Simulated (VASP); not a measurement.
Input of a VASP 6.6.1 run:

INCAR

```
PREC = Accurate
ENCUT = 520
EDIFF = 1E-6
ISMEAR = -1
SIGMA = 0.13605693000000002
LREAL = False
LASPH = True
NELM = 60
ALGO = Normal
ISIF = 2
LWAVE = False
LCHARG = False
GGA = PS
NBANDS = 10
```

KPOINTS

```
regular mesh
0
Gamma
  12 12 12
```

File POSCAR:

```
Cl
1.0
    2.7944618423      0.0000000000      0.0000000000
    0.0000000000      2.7944618423      0.0000000000
    0.0000000000      0.0000000000      2.7944618423
Cl
1
Direct
    0.0000000000      0.0000000000      0.0000000000
```

Potentials or basis: VASP PAW PBE potentials, release 64 (Cl).

Command:

```bash
$ cat potpaw_PBE.64/Cl/POTCAR > POTCAR
$ mpirun -np 1 vasp_std > vasp.out
```

Problem. Estimate the pressure.

Solution. -0.1 GPa.

Caveat: the PAW data sets were made with another functional, which shifts forces and pressure a little; an odd number of electrons without spin polarisation forces a metal; a magnetic or distorted state may lie lower.
